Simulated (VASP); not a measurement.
# YbNCl (Pmmn) in VASP: single point with r2SCAN

Aim: the single point of YbNCl with r2SCAN.

Everything below comes from runs of VASP 6.6.1. Logs are shortened: lines on timing, memory, paths and dates and some standing lists are left out, and cuts for length are marked.

### 1 The cell of the first run

Symmetry: Pmmn, No. 59, orthorhombic system. The conventional cell has a = 3.413 Å, b = 4.124 Å, c = 8.174 Å, α = 90.00°, β = 90.00°, γ = 90.00°. Within 3.6 Å of Cl (site symmetry mm2) lie 2 Yb at 2.54 Å and 5 N at 3.11 to 3.52 Å and 2 Cl at 3.41 Å. N (site symmetry mm2) has 4 Yb at 2.10 Å and 4 N at 2.80 Å within 2.8 Å. Yb (site symmetry mm2) has 4 N at 2.10 Å and 2 Cl at 2.54 Å within 2.8 Å.

### 2 Single point, r2SCAN

The input, POSCAR:

```
YbNCl
1.0
    4.1239880000      0.0000000000      0.0000000000
    0.0000000000      3.4127390000      0.0000000000
    0.0000000000      0.0000000000      8.1736040000
Cl N Yb
2 2 2
Direct
    0.0000000000      0.0000000000      0.3300000000
    0.5000000000      0.5000000000      0.6700000000
    0.0000000000      0.0000000000      0.9500000000
    0.5000000000      0.5000000000      0.0500000000
    0.0000000000      0.5000000000      0.1000000000
    0.5000000000      0.0000000000      0.9000000000
```

The input, INCAR.step1:

```
SYSTEM = YbNCl
  PREC = Accurate
  ENCUT = 520
  ISMEAR = 1
  SIGMA = 0.0918
  LREAL = .FALSE.
  LASPH = .TRUE.
  NELM = 80
  NBANDS = 45
  GGA = PE
  ALGO = Normal
  EDIFF = 1E-4
  LWAVE = .TRUE.
  LCHARG = .FALSE.
```

The input, INCAR.step2:

```
SYSTEM = YbNCl
  PREC = Accurate
  ENCUT = 520
  EDIFF = 1E-7
  ISMEAR = 1
  SIGMA = 0.0918
  LREAL = .FALSE.
  LASPH = .TRUE.
  NELM = 80
  ALGO = Normal
  ISIF = 2
  LWAVE = .FALSE.
  LCHARG = .FALSE.
  METAGGA = R2SCAN
  LMIXTAU = .TRUE.
  NBANDS = 45
  ISTART = 1
```

The input, KPOINTS:

```
Automatic mesh
0
G
  5 6 3
  0 0 0
```

Potentials or basis: VASP PAW PBE potentials, release 64 (Cl, N, Yb).

Started as:

```console
> cat potpaw_PBE.64/Cl/POTCAR potpaw_PBE.64/N/POTCAR potpaw_PBE.64/Yb/POTCAR > POTCAR
> cp INCAR.step1 INCAR
> mpirun -np 1 vasp_std > vasp.out
> cp INCAR.step2 INCAR
> mpirun -np 1 vasp_std > vasp.out
```

OUTCAR:

```text
SYSTEM = YbNCl
   PREC = Accurate
   ENCUT = 520
   EDIFF = 1E-7
   ISMEAR = 1
   LREAL = .FALSE.
   LASPH = .TRUE.
   NELM = 80
   ISIF = 2
   METAGGA = R2SCAN
   ISTART = 1

 ion  position               nearest neighbor table
   1  0.000  0.000  0.330-   5 2.54   5 2.54
   2  0.500  0.500  0.670-   6 2.54   6 2.54
   3  0.000  0.000  0.950-   5 2.10   5 2.10   6 2.10   6 2.10
   4  0.500  0.500  0.050-   6 2.10   6 2.10   5 2.10   5 2.10
   5  0.000  0.500  0.100-   3 2.10   3 2.10   4 2.10   4 2.10   1 2.54   1 2.54   6 3.14   6 3.14
                             6 3.14   6 3.14
   6  0.500  0.000  0.900-   4 2.10   4 2.10   3 2.10   3 2.10   2 2.54   2 2.54   5 3.14   5 3.14
                             5 3.14   5 3.14

  LATTYP: Found a simple orthorhombic cell.
 ALAT       =     3.4127390000
 B/A-ratio  =     1.2084100190
 C/A-ratio  =     2.3950275717

  Lattice vectors:

 A1 = (   0.0000000000,  -3.4127390000,   0.0000000000)
 A2 = (   4.1239880000,   0.0000000000,   0.0000000000)
 A3 = (   0.0000000000,   0.0000000000,   8.1736040000)

Analysis of symmetry for initial positions (statically):
=====================================================================
 Subroutine PRICEL returns:
 Original cell was already a primitive cell.

 Routine SETGRP: Setting up the symmetry group for a
 simple orthorhombic supercell.

 Subroutine GETGRP returns: Found  8 space group operations
 (whereof  4 operations were pure point group operations)
 out of a pool of  8 trial point group operations.

The static configuration has the point symmetry C_2v.
 The point group associated with its full space group is D_2h.

Analysis of symmetry for dynamics (positions and initial velocities):
=====================================================================
 Subroutine PRICEL returns:
 Original cell was already a primitive cell.

 Routine SETGRP: Setting up the symmetry group for a
 simple orthorhombic supercell.

 Subroutine GETGRP returns: Found  8 space group operations
 (whereof  4 operations were pure point group operations)
 out of a pool of  8 trial point group operations.

The dynamic configuration has the point symmetry C_2v.
 The point group associated with its full space group is D_2h.

 Subroutine INISYM returns: Found  8 space group operations
 (whereof  4 operations are pure point group operations),
 and found     1 'primitive' translations

----------------------------------------------------------------------------------------

                                     Primitive cell

  volume of cell :     115.0361

  direct lattice vectors                    reciprocal lattice vectors
     4.123988000  0.000000000  0.000000000     0.242483732  0.000000000  0.000000000
     0.000000000  3.412739000  0.000000000     0.000000000  0.293019771  0.000000000
     0.000000000  0.000000000  8.173604000     0.000000000  0.000000000  0.122345051

  length of vectors
     4.123988000  3.412739000  8.173604000     0.242483732  0.293019771  0.122345051

  position of ions in fractional coordinates (direct lattice)
     0.000000000  0.000000000  0.330000000
     0.500000000  0.500000000  0.670000000
     0.000000000  0.000000000  0.950000000
     0.500000000  0.500000000  0.050000000
     0.000000000  0.500000000  0.100000000
     0.500000000  0.000000000  0.900000000

  ion indices of the primitive-cell ions
   primitive index   ion index
                 1           1
                 2           2
                 3           3
                 4           4
                 5           5
                 6           6

----------------------------------------------------------------------------------------

 KPOINTS: Automatic mesh

Automatic generation of k-mesh.
 Grid dimensions read from file:
 generate k-points for:    5    6    3

 Generating k-lattice:

  Cartesian coordinates                     Fractional coordinates (reciprocal lattice)
     0.048496746  0.000000000  0.000000000     0.200000000  0.000000000  0.000000000
     0.000000000  0.048836628  0.000000000     0.000000000  0.166666667  0.000000000
     0.000000000  0.000000000  0.040781684     0.000000000  0.000000000  0.333333333

  Length of vectors
     0.048496746  0.048836628  0.040781684

  Shift w.r.t. Gamma in fractional coordinates (k-lattice)
     0.000000000  0.000000000  0.000000000

 Subroutine IBZKPT returns following result:
 ===========================================

 Found     24 irreducible k-points:

 Following reciprocal coordinates:
            Coordinates               Weight
  0.000000  0.000000  0.000000      1.000000
  0.200000  0.000000  0.000000      2.000000
  0.400000  0.000000  0.000000      2.000000
  0.000000  0.166667  0.000000      2.000000
  0.200000  0.166667  0.000000      4.000000
  0.400000  0.166667  0.000000      4.000000
[... 16 lines left out ...]
  0.200000  0.500000  0.333333      4.000000
  0.400000  0.500000  0.333333      4.000000
   k-points           NKPTS =     24   k-points in BZ     NKDIM =     24   number of bands    NBANDS=     45
   number of dos      NEDOS =    301   number of ions     NIONS =      6
   total plane-waves  NPLWV =  57344
   dimension x,y,z NGX =    32 NGY =   28 NGZ =   64
   dimension x,y,z NGXF=    64 NGYF=   56 NGZF=  128
   ions per type =               2   2   2
   NGX,Y,Z   is equivalent  to a cutoff of  12.90, 13.64, 13.02 a.u.
   NGXF,Y,Z  is equivalent  to a cutoff of  25.80, 27.28, 26.03 a.u.
 SYSTEM =  YbNCl
   PREC   = accura    normal or accurate (medium, high low for compatibility)
   ISTART =      1    job   : 0-new  1-cont  2-samecut
   ICHARG =      0    charge: 1-file 2-atom 10-const
   ISPIN  =      1    spin polarized calculation?
   LNONCOLLINEAR =      F non collinear calculations
   LSORBIT =      F    spin-orbit coupling
   LASPH  =      T    aspherical Exc in radial PAW
   ENCUT  =  520.0 eV  38.22 Ry    6.18 a.u.   7.67  6.35 15.20*2*pi/ulx,y,z
   NELM   =     80;   NELMIN=  2; NELMDL=  0     # of ELM steps
   EDIFF  = 0.1E-06   stopping-criterion for ELM
   LREAL  =      F    real-space projection
   EDIFFG = 0.1E-05   stopping-criterion for IOM
   NSW    =      0    number of steps for IOM
   IBRION =     -1    ionic relax: 0-MD 1-quasi-New 2-CG
   NFREE  =      0    steps in history (QN), initial steepest desc. (CG)
   ISIF   =      2    stress and relaxation
   ISYM   =      2    0-nonsym 1-usesym 2-fastsym
   POTIM  = 0.5000    time-step for ionic-motion
   TEBEG  =    0.0;   TEEND  =   0.0 temperature during run
   PSTRESS=    0.0 pullay stress
   NELECT =      72.0000    total number of electrons
   NUPDOWN=      -1.0000    fix difference up-down
   EMIN   =  10.00;   EMAX   =-10.00  energy-range for DOS
   EFERMI =   0.00;   METHOD = LEGACY
   ISMEAR =     1;   SIGMA  =   0.09  broadening in eV -4-tet -1-fermi 0-gaus
   EFERMI_NEDOS =   21; number of points for ismear=-14 and -15
   IALGO  =     38    algorithm
   IMIX   =      4    mixing-type and parameters
     AMIX     =   0.40;   BMIX     =  1.00
     AMIX_MAG =   1.60;   BMIX_MAG =  1.00
  volume/ion in A,a.u.               =      19.17       129.38
  Fermi-wavevector in a.u.,A,eV,Ry     =   1.400364  2.646304 26.681293  1.961020
  Thomas-Fermi vector in A             =   2.523332
   LORBIT       =      0    0 simple, 1 ext, 2 COOP (PROOUT), +10 PAW based schemes
   METAGGA = R2SCAN    functional components
   LHFCALC =     F    Hartree Fock is set to
   AEXX    =    0.0000 exact exchange contribution
   IVDW    =     0    specifies the selected vdW correction
   LEPSILON=     F    determine dielectric tensor
   LRPA    =     F    only Hartree local field effects (RPA)
 non-spin polarized calculation
 Methfessel and Paxton  Order N= 1 SIGMA  =   0.09
  energy-cutoff  :      520.00
  volume of cell :      115.04
 maximum number of plane-waves:      3116
 NGX is ok and might be reduce to    32
   NGX = 15   NGY = 13   NGZ = 31

 number of electron      71.9999978 magnetization

 Free energy of the ion-electron system (eV)
  ---------------------------------------------------
  ext. energy  EPLUGINS =         0.00000000
  ---------------------------------------------------
  free energy    TOTEN  =      -107.36542203 eV

  energy without entropy =     -107.36511339  energy(sigma->0) =     -107.36531915

 E-fermi :   0.2155     XC(G=0): -10.2426

 val. band max:        0.2101541221   @ k =   0.4000   0.1667   0.3333
 cond. band min:       0.2198341233   @ k =   0.4000   0.5000   0.0000
 fundamental gap:      0.0096800011
 Fermi energy:         0.2155134825

 k-point     1 :       0.0000    0.0000    0.0000
  band No.  band energies     occupation
      1     -51.8861      2.00000
      2     -51.7667      2.00000
      3     -23.8665      2.00000
      4     -23.7820      2.00000
      5     -23.4658      2.00000
      6     -23.2325      2.00000
[... 37 lines left out ...]
     44       8.5531      0.00000
     45       8.8711      0.00000

 k-point     2 :       0.2000    0.0000    0.0000
  band No.  band energies     occupation
      1     -51.8740      2.00000
      2     -51.7773      2.00000
      3     -24.0205      2.00000
      4     -23.9167      2.00000
      5     -23.4211      2.00000
      6     -23.1414      2.00000
[... 37 lines left out ...]
     44       8.5724      0.00000
     45       9.0318      0.00000

 k-point     3 :       0.4000    0.0000    0.0000
  band No.  band energies     occupation
      1     -51.8429      2.00000
      2     -51.8060      2.00000
      3     -24.1892      2.00000
      4     -24.1381      2.00000
      5     -23.3059      2.00000
      6     -23.1672      2.00000
[... 37 lines left out ...]
     44       9.4330      0.00000
     45       9.6013      0.00000

 k-point     4 :       0.0000    0.1667    0.0000
  band No.  band energies     occupation
      1     -51.8727      2.00000
      2     -51.7692      2.00000
      3     -23.8080      2.00000
      4     -23.8056      2.00000
      5     -23.6664      2.00000
      6     -23.1799      2.00000
[... 901 lines left out ...]
     44       8.6145      0.00000
     45      10.1721      0.00000

 k-point    23 :       0.2000    0.5000    0.3333
  band No.  band energies     occupation
      1     -51.8036      2.00000
      2     -51.8036      2.00000
      3     -24.2592      2.00000
      4     -24.2592      2.00000
      5     -23.4201      2.00000
      6     -23.4201      2.00000
[... 37 lines left out ...]
     44       8.5854      0.00000
     45      10.2870      0.00000

 k-point    24 :       0.4000    0.5000    0.3333
  band No.  band energies     occupation
      1     -51.8023      2.00000
      2     -51.8023      2.00000
      3     -24.4352      2.00000
      4     -24.4352      2.00000
      5     -23.3206      2.00000
      6     -23.3206      2.00000
[... 37 lines left out ...]
     44       9.4439      0.00000
     45      10.2852      0.00000

------------------------ aborting loop because EDIFF is reached ----------------------------------------

  FORCE on cell =-STRESS in cart. coord.  units (eV):
  Direction    XX          YY          ZZ          XY          YZ          ZX
  --------------------------------------------------------------------------------------
  -------------------------------------------------------------------------------------
  Total       11.4613123     14.8691234     11.3840874      0.0000000      0.0000000      0.0000000
  in kB      159.6286598    207.0913158    158.5531021      0.0000000      0.0000000      0.0000000
  external PRESSURE =     175.0910259 kB  Pullay stress =       0.0000000 kB

 VOLUME and BASIS-vectors are now :
 -----------------------------------------------------------------------------
  energy-cutoff  :      520.00
  volume of cell :      115.04
      direct lattice vectors                 reciprocal lattice vectors
     4.123988000  0.000000000  0.000000000     0.242483732  0.000000000  0.000000000
     0.000000000  3.412739000  0.000000000     0.000000000  0.293019771  0.000000000
     0.000000000  0.000000000  8.173604000     0.000000000  0.000000000  0.122345051

 POSITION                                       TOTAL-FORCE (eV/Angst)
 -----------------------------------------------------------------------------------
      0.00000      0.00000      2.69729         0.000000      0.000000      0.862544
      2.06199      1.70637      5.47631         0.000000      0.000000     -0.862544
      0.00000      0.00000      7.76492         0.000000      0.000000     -0.620347
      2.06199      1.70637      0.40868         0.000000      0.000000      0.620347
      0.00000      1.70637      0.81736         0.000000      0.000000      3.976199
      2.06199      0.00000      7.35624         0.000000      0.000000     -3.976199
 -----------------------------------------------------------------------------------
    total drift:                                0.000000     -0.000000      0.000000

  FREE ENERGIE OF THE ION-ELECTRON SYSTEM (eV)
  ---------------------------------------------------
  free  energy   TOTEN  =      -107.3654220284 eV

  energy  without entropy=     -107.3651133915  energy(sigma->0) =     -107.36531915
```

Run time: 16 min. Hardware: 1 thread of Intel Xeon Platinum 8488C (Sapphire Rapids), shared host; peak memory 0.32 GiB.

What came out:

* Free energy: -107.3654 eV
* Pressure: 17.5 GPa
* Largest force: 3.976 eV/Å
* Band gap on the k mesh: zero (bands 36 and 37 overlap by 0.47 eV)

Forces on the atoms (eV/Å):
```
Cl   0.000  0.000  0.863
Cl   0.000  0.000 -0.863
N    0.000  0.000 -0.620
N    0.000  0.000  0.620
Yb   0.000  0.000  3.976
Yb   0.000  0.000 -3.976
```

Levels at points of the mesh, in eV from the Fermi level:
```csv
k point,band 34,band 35,band 36,band 37,band 38,band 39
"(0.00, 0.00, 0.00)",-0.36,-0.15,0.01,0.71,1.67,5.67
"(0.00, 0.50, 0.00)",-0.61,-0.07,-0.07,0.47,0.47,6.25
```

Caveat: the cell stands under pressure; the PAW data sets were made with another functional, which shifts forces and pressure a little; spin-orbit coupling is left out, which moves the levels of the heavy elements.
